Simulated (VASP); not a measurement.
# TePb (Fm-3m) in VASP: settings compared

Aim: see how the results for TePb move with the level of theory and the settings. Levels: PBE+D3(BJ), PBEsol, BLYP. Tasks: single point.

Program: VASP 6.6.1. These are calculated values, not measurements. Logs are shortened: lines on timing, memory, paths and dates and some standing lists are left out, and cuts for length are marked.

**1. The cell of the first run**

The structure is cubic, space group Fm-3m (No. 225). Conventional cell: a = 6.419 Å, b = 6.419 Å, c = 6.419 Å, α = 90.00°, β = 90.00°, γ = 90.00°. Within 4.2 Å of Pb (site symmetry m-3m) lie 6 Te at 3.21 Å. Within 4.2 Å of Te (site symmetry m-3m) lie 6 Pb at 3.21 Å.

**2. Single point, PBE+D3(BJ)**

The input, INCAR:

```
SYSTEM = TePb
PREC = Accurate
ENCUT = 520
EDIFF = 1E-6
ISMEAR = -1
SIGMA = 0.05
LREAL = .FALSE.
LASPH = .TRUE.
NELM = 80
ALGO = Normal
ISIF = 2
LWAVE = .FALSE.
LCHARG = .FALSE.
GGA = PE
IVDW = 12
NBANDS = 17
```

The input, KPOINTS:

```
regular mesh
0
G
  7 7 7
  0 0 0
```

The input, POSCAR:

```
TePb
1.0
    0.0000000000      3.2093147829      3.2093147829
    3.2093147829      0.0000000000      3.2093147829
    3.2093147829      3.2093147829      0.0000000000
Pb Te
1 1
Direct
    0.0000000000      0.0000000000      0.0000000000
    0.5000000000      0.5000000000      0.5000000000
```

Potentials or basis: VASP PAW PBE potentials, release 64 (Pb_d, Te).

Run with:

```console
$ cat potpaw_PBE.64/Pb_d/POTCAR potpaw_PBE.64/Te/POTCAR > POTCAR
$ mpirun -np 1 vasp_std > vasp.out
```

OUTCAR:

```text
SYSTEM = TePb
   PREC = Accurate
   ENCUT = 520
   EDIFF = 1E-6
   ISMEAR = -1
   LREAL = .FALSE.
   LASPH = .TRUE.
   NELM = 80
   ISIF = 2
   GGA = PE
   IVDW = 12
 IVDW          = 12

 ion  position               nearest neighbor table
   1  0.000  0.000  0.000-   2 3.21   2 3.21   2 3.21   2 3.21   2 3.21   2 3.21
   2  0.500  0.500  0.500-   1 3.21   1 3.21   1 3.21   1 3.21   1 3.21   1 3.21

  LATTYP: Found a face centered cubic cell.
 ALAT       =     6.4186295658

  Lattice vectors:

 A1 = (   0.0000000000,   3.2093147829,   3.2093147829)
 A2 = (   3.2093147829,   0.0000000000,   3.2093147829)
 A3 = (   3.2093147829,   3.2093147829,   0.0000000000)

Analysis of symmetry for initial positions (statically):
=====================================================================
 Subroutine PRICEL returns:
 Original cell was already a primitive cell.

 Routine SETGRP: Setting up the symmetry group for a
 face centered cubic supercell.

 Subroutine GETGRP returns: Found 48 space group operations
[... 9 lines left out ...]

 Routine SETGRP: Setting up the symmetry group for a
 face centered cubic supercell.

 Subroutine GETGRP returns: Found 48 space group operations
[... 11 lines left out ...]
                                     Primitive cell

  volume of cell :      66.1100

  direct lattice vectors                    reciprocal lattice vectors
     0.000000000  3.209314783  3.209314783    -0.155796497  0.155796497  0.155796497
     3.209314783  0.000000000  3.209314783     0.155796497 -0.155796497  0.155796497
     3.209314783  3.209314783  0.000000000     0.155796497  0.155796497 -0.155796497

  length of vectors
     4.538656492  4.538656492  4.538656492     0.269847448  0.269847448  0.269847448

  position of ions in fractional coordinates (direct lattice)
     0.000000000  0.000000000  0.000000000
     0.500000000  0.500000000  0.500000000

  ion indices of the primitive-cell ions
   primitive index   ion index
                 1           1
                 2           2

----------------------------------------------------------------------------------------

 KPOINTS: regular mesh

Automatic generation of k-mesh.
 Grid dimensions read from file:
 generate k-points for:    7    7    7

 Generating k-lattice:

  Cartesian coordinates                     Fractional coordinates (reciprocal lattice)
    -0.022256642  0.022256642  0.022256642     0.142857143  0.000000000  0.000000000
[... 49 lines left out ...]
   LNONCOLLINEAR =      F non collinear calculations
   LSORBIT =      F    spin-orbit coupling
   LASPH  =      T    aspherical Exc in radial PAW
   ENCUT  =  520.0 eV  38.22 Ry    6.18 a.u.   8.44  8.44  8.44*2*pi/ulx,y,z
   NELM   =     80;   NELMIN=  2; NELMDL= -5     # of ELM steps
   EDIFF  = 0.1E-05   stopping-criterion for ELM
   LREAL  =      F    real-space projection
   EDIFFG = 0.1E-04   stopping-criterion for IOM
   NSW    =      0    number of steps for IOM
   IBRION =     -1    ionic relax: 0-MD 1-quasi-New 2-CG
   NFREE  =      0    steps in history (QN), initial steepest desc. (CG)
   ISIF   =      2    stress and relaxation
   ISYM   =      2    0-nonsym 1-usesym 2-fastsym
   POTIM  = 0.5000    time-step for ionic-motion
   TEBEG  =    0.0;   TEEND  =   0.0 temperature during run
   PSTRESS=    0.0 pullay stress
   NELECT =      20.0000    total number of electrons
   NUPDOWN=      -1.0000    fix difference up-down
   EMIN   =  10.00;   EMAX   =-10.00  energy-range for DOS
   EFERMI =   0.00;   METHOD = LEGACY
   ISMEAR =    -1;   SIGMA  =   0.05  broadening in eV -4-tet -1-fermi 0-gaus
   EFERMI_NEDOS =   21; number of points for ismear=-14 and -15
   IALGO  =     38    algorithm
   IMIX   =      4    mixing-type and parameters
     AMIX     =   0.40;   BMIX     =  1.00
     AMIX_MAG =   1.60;   BMIX_MAG =  1.00
  volume/ion in A,a.u.               =      33.05       223.07
  Fermi-wavevector in a.u.,A,eV,Ry     =   1.098995  2.076800 16.432991  1.207791
  Thomas-Fermi vector in A             =   2.235382
   LORBIT       =      0    0 simple, 1 ext, 2 COOP (PROOUT), +10 PAW based schemes
   GGA     = PE    functional components
   LHFCALC =     F    Hartree Fock is set to
   AEXX    =    0.0000 exact exchange contribution
   IVDW    =    12    specifies the selected vdW correction
   LEPSILON=     F    determine dielectric tensor
   LRPA    =     F    only Hartree local field effects (RPA)
 non-spin polarized calculation
  energy-cutoff  :      520.00
  volume of cell :       66.11
 maximum number of plane-waves:      1807
 NGX is ok and might be reduce to    36
   NGX = 17   NGY = 17   NGZ = 17

 number of electron      20.0000000 magnetization

 Free energy of the ion-electron system (eV)
  ---------------------------------------------------
  ext. energy  EPLUGINS =         0.00000000
  ---------------------------------------------------
  free energy    TOTEN  =        -7.48064415 eV

  energy without entropy =       -7.48064101  energy(sigma->0) =       -7.48064258

 E-fermi :   6.2787     XC(G=0):  -9.3923

 val. band max:        5.7834966073   @ k =   0.4286   0.0000   0.0000
 cond. band min:       6.7641922467   @ k =   0.4286   0.0000   0.0000
 fundamental gap:      0.9806956394
 Fermi energy:         6.2786758268

 k-point     1 :       0.0000    0.0000    0.0000
  band No.  band energies     occupation
      1     -10.8652      2.00000
      2     -10.8652      2.00000
      3     -10.8543      2.00000
      4     -10.8543      2.00000
      5     -10.8543      2.00000
      6      -6.3019      2.00000
[... 377 lines left out ...]
      4     -10.8419      2.00000
      5     -10.8277      2.00000
      6      -4.4189      2.00000
[... 9 lines left out ...]
     16      16.2011      0.00000
     17      16.7215      0.00000

------------------------ aborting loop because EDIFF is reached ----------------------------------------

 Edisp (eV)   -0.82171

 E8    (eV) :    -0.3981

  FORCE on cell =-STRESS in cart. coord.  units (eV):
  Direction    XX          YY          ZZ          XY          YZ          ZX
  --------------------------------------------------------------------------------------
  -------------------------------------------------------------------------------------
  Total       0.40930     0.40930     0.40930     0.00000     0.00000     0.00000
  in kB       9.91936     9.91936     9.91936     0.00000     0.00000     0.00000
  external pressure =        9.92 kB  Pullay stress =        0.00 kB

 VOLUME and BASIS-vectors are now :
 -----------------------------------------------------------------------------
  energy-cutoff  :      520.00
  volume of cell :       66.11
      direct lattice vectors                 reciprocal lattice vectors
     0.000000000  3.209314783  3.209314783    -0.155796497  0.155796497  0.155796497
     3.209314783  0.000000000  3.209314783     0.155796497 -0.155796497  0.155796497
     3.209314783  3.209314783  0.000000000     0.155796497  0.155796497 -0.155796497

 POSITION                                       TOTAL-FORCE (eV/Angst)
 -----------------------------------------------------------------------------------
      0.00000      0.00000      0.00000         0.000000      0.000000     -0.000000
      3.20931      3.20931      3.20931         0.000000     -0.000000      0.000000
 -----------------------------------------------------------------------------------
    total drift:                               -0.000000      0.000000      0.000000

  FREE ENERGIE OF THE ION-ELECTRON SYSTEM (eV)
  ---------------------------------------------------
  free  energy   TOTEN  =        -8.3023503518 eV

  energy  without entropy=       -8.3023472070  energy(sigma->0) =       -8.30234878
```

OSZICAR:

```text
N       E                     dE             d eps       ncg     rms          rms(c)
DAV:   1     0.150678801076E+03    0.15068E+03   -0.93537E+03   680   0.115E+03
DAV:   2     0.281698019124E+01   -0.14786E+03   -0.14320E+03   708   0.293E+02
DAV:   3    -0.730123024600E+01   -0.10118E+02   -0.10071E+02   868   0.840E+01
DAV:   4    -0.758265267120E+01   -0.28142E+00   -0.28128E+00   869   0.155E+01
DAV:   5    -0.759275916587E+01   -0.10106E-01   -0.10106E-01   940   0.265E+00    0.350E+00
DAV:   6    -0.748195816692E+01    0.11080E+00   -0.24042E-01   991   0.349E+00    0.218E+00
DAV:   7    -0.747907443867E+01    0.28837E-02   -0.83300E-02   821   0.142E+00    0.922E-01
DAV:   8    -0.748067894247E+01   -0.16045E-02   -0.97647E-03   845   0.981E-01    0.156E-01
DAV:   9    -0.748062130535E+01    0.57637E-04   -0.12948E-03  1045   0.381E-01    0.639E-02
DAV:  10    -0.748063768012E+01   -0.16375E-04   -0.17508E-04   816   0.108E-01    0.194E-02
DAV:  11    -0.748064445407E+01   -0.67739E-05   -0.43867E-05   891   0.524E-02    0.210E-02
DAV:  12    -0.748064415201E+01    0.30206E-06   -0.22029E-06   757   0.855E-03
   1 F= -.83023504E+01 E0= -.83023488E+01  d E =-.314477E-05
```

stdout:

```text
POSCAR found type information on POSCAR PbTe
 POSCAR found :  2 types and       2 ions
 scaLAPACK will be used
 LDA part: xc-table for (Slater+PW92), standard interpolation
 POSCAR, INCAR and KPOINTS ok, starting setup
 FFT: planning ... GRIDC
 FFT: planning ... GRID_SOFT
 FFT: planning ... GRID
 WAVECAR not read
 entering main loop
```

Run time: 33 s. Hardware: 1 thread of AMD EPYC 7R43 (Zen 3), shared host; peak memory 0.18 GiB.

What came out:

* Free energy: -8.3024 eV
* Pressure: 1.0 GPa
* Dispersion energy per atom: -0.411 eV

Levels at points of the mesh, in eV from the Fermi level:
```
           k point  band 6  band 7  band 8  band 9  band 10  band 11  band 12  band 13  band 14  band 15
(0.00, 0.00, 0.00)  -12.58   -5.93   -1.82   -1.82    -1.82     3.71     3.71     3.71     5.36     5.36
```

Caveat: this odd mesh misses L, where the gap lies, so gap, dielectric constants and Born charges aren't listed; spin-orbit coupling is left out, which moves the levels of the heavy elements.

**3. Single point, PBEsol**

This run uses another cell than the first one, of 33.42 Å³/atom, 1.011 times its volume.

The input, INCAR:

```
  PREC = Accurate
  ENCUT = 520
  EDIFF = 1E-6
  ISMEAR = -1
  SIGMA = 0.05
  LREAL = F
  LASPH = T
  NELM = 80
  ALGO = Normal
  ISIF = 2
  LWAVE = F
  LCHARG = T
  GGA = PS
  LELF = T
  LVHAR = T
  NBANDS = 17
```

The input, KPOINTS:

```
Automatic mesh
0
Gamma
  7 7 7
```

The input, POSCAR:

```
TePb
1.0
    0.0000000000      3.2209280666      3.2209280666
    3.2209280666      0.0000000000      3.2209280666
    3.2209280666      3.2209280666      0.0000000000
Pb Te
1 1
Direct
    0.0000000000      0.0000000000      0.0000000000
    0.5000000000      0.5000000000      0.5000000000
```

Potentials or basis: VASP PAW PBE potentials, release 64 (Pb_d, Te).

Run with:

```console
$ cat potpaw_PBE.64/Pb_d/POTCAR potpaw_PBE.64/Te/POTCAR > POTCAR
$ mpirun -np 1 vasp_std > vasp.out
```

Run time: 35 s. Hardware: 1 thread of AMD EPYC 7R43 (Zen 3), shared host; peak memory 0.17 GiB.

It converged, with:

| Property | Result |
| --- | --- |
| Free energy | -8.2608 eV |
| Pressure | 0.0 GPa |

Levels at points of the mesh, in eV from the Fermi level:
```csv
k point,band 7,band 8,band 9,band 10,band 11,band 12,band 13,band 14
"(0.00, 0.00, 0.00)",-5.96,-1.74,-1.74,-1.74,3.70,3.70,3.70,5.37
```

Caveat: this odd mesh misses L, where the gap lies, so gap, dielectric constants and Born charges aren't listed; the PAW data sets were made with another functional, which shifts forces and pressure a little; spin-orbit coupling is left out, which moves the levels of the heavy elements.

**4. Single point, BLYP**

The input, INCAR:

```
PREC     = Accurate       # precision mode
ENCUT    = 520            # plane-wave cutoff, eV
EDIFF    = 1E-6           # SCF threshold, eV
ISMEAR   = -1             # smearing method
SIGMA    = 0.05           # smearing width, eV
LREAL    = False          # projectors in reciprocal space
LASPH    = True           # aspherical terms in the spheres
NELM     = 100            # most SCF steps
ALGO     = Normal         # electronic algorithm
ISIF     = 2              # what is computed and relaxed
LWAVE    = False          # write WAVECAR
LCHARG   = True           # write CHGCAR
GGA      = B5             # functional
ALDAX    = 1.0          
AGGAX    = 1.0          
AGGAC    = 1.0          
ALDAC    = 0.0          
LELF     = True           # ELF
LVHAR    = True         
NBANDS   = 17             # bands
```

The input, KPOINTS:

```
regular mesh
0
Gamma
  7 7 7
```

The input, POSCAR:

```
TePb
1.0
    0.0000000000      3.2093147829      3.2093147829
    3.2093147829      0.0000000000      3.2093147829
    3.2093147829      3.2093147829      0.0000000000
Pb Te
1 1
Direct
    0.0000000000      0.0000000000      0.0000000000
    0.5000000000      0.5000000000      0.5000000000
```

Run with:

```console
$ cat potpaw_PBE.64/Pb_d/POTCAR potpaw_PBE.64/Te/POTCAR > POTCAR
$ mpirun -np 1 vasp_std > vasp.out
```

It took 50 s on 1 thread of AMD EPYC 7R43 (Zen 3), shared host; peak memory 0.17 GiB.

Results (log left out):

```yaml
Free_energy: -6.2008 eV
Pressure: 6.6 GPa
```

Levels at points of the mesh, in eV from the Fermi level:
```csv
k point,band 7,band 8,band 9,band 10,band 11,band 12,band 13,band 14
"(0.00, 0.00, 0.00)",-6.10,-1.88,-1.88,-1.88,3.58,3.58,3.58,5.52
```

Caveat: this odd mesh misses L, where the gap lies, so gap, dielectric constants and Born charges aren't listed; the PAW data sets were made with another functional, which shifts forces and pressure a little; spin-orbit coupling is left out, which moves the levels of the heavy elements.

**5. Single point, PBE+D3(BJ)**

This run uses another cell than the first one, of 33.73 Å³/atom, 1.020 times its volume.

The input, INCAR:

```
PREC     = Accurate       # precision mode
ENCUT    = 520            # plane-wave cutoff, eV
EDIFF    = 1E-6           # SCF threshold, eV
ISMEAR   = -1             # smearing method
SIGMA    = 0.05           # smearing width, eV
LREAL    = F              # projectors in reciprocal space
LASPH    = T              # aspherical terms in the spheres
NELM     = 100            # most SCF steps
ALGO     = Normal         # electronic algorithm
ISIF     = 2              # what is computed and relaxed
LWAVE    = F              # write WAVECAR
LCHARG   = F              # write CHGCAR
GGA      = PE             # functional
IVDW     = 12             # dispersion correction
NBANDS   = 17             # bands
```

The input, KPOINTS:

```
Automatic mesh
0
Gamma
  7 7 7
```

The input, POSCAR:

```
TePb
1.0
    0.0000000000      3.2310000000      3.2310000000
    3.2310000000      0.0000000000      3.2310000000
    3.2310000000      3.2310000000      0.0000000000
Pb Te
1 1
Direct
    0.0000000000      0.0000000000      0.0000000000
    0.5000000000      0.5000000000      0.5000000000
```

Run with:

```console
$ cat potpaw_PBE.64/Pb_d/POTCAR potpaw_PBE.64/Te/POTCAR > POTCAR
$ mpirun -np 1 vasp_std > vasp.out
```

It took 29 s on 1 thread of AMD EPYC 7R43 (Zen 3), shared host; peak memory 0.18 GiB.

It converged, with:

* Free energy: -8.3073 eV
* Pressure: 0.1 GPa
* Dispersion energy per atom: -0.402 eV

Levels at points of the mesh, in eV from the Fermi level:
```tsv
k point	band 7	band 8	band 9	band 10	band 11	band 12	band 13	band 14
(0.00, 0.00, 0.00)	-6.00	-1.76	-1.76	-1.76	3.67	3.67	3.67	5.39
```

Caveat: this odd mesh misses L, where the gap lies, so gap, dielectric constants and Born charges aren't listed; spin-orbit coupling is left out, which moves the levels of the heavy elements.

**6. Overview**

```csv
level,cell,pressure (GPa)
PBE+D3(BJ),"a = 4.539 Å, angles 60.0°, 2 atoms",1.0
PBEsol,"a = 4.555 Å, angles 60.0°, 2 atoms",0.0
BLYP,"a = 4.539 Å, angles 60.0°, 2 atoms",6.6
PBE+D3(BJ),"a = 4.569 Å, angles 60.0°, 2 atoms",0.1
```

Alike in all rows: task single point; potentials or basis VASP PAW PBE potentials, release 64 (Pb_d, Te); no spin polarisation; k mesh 7 × 7 × 7; cutoff (eV) 520; smearing fermi-dirac 0.05 eV.

Caveats: spin-orbit coupling is left out, which moves the levels of the heavy elements; the PAW data sets were made with another functional, which shifts forces and pressure a little (some runs).

Absolute energies hang on the potentials; compare differences alone.
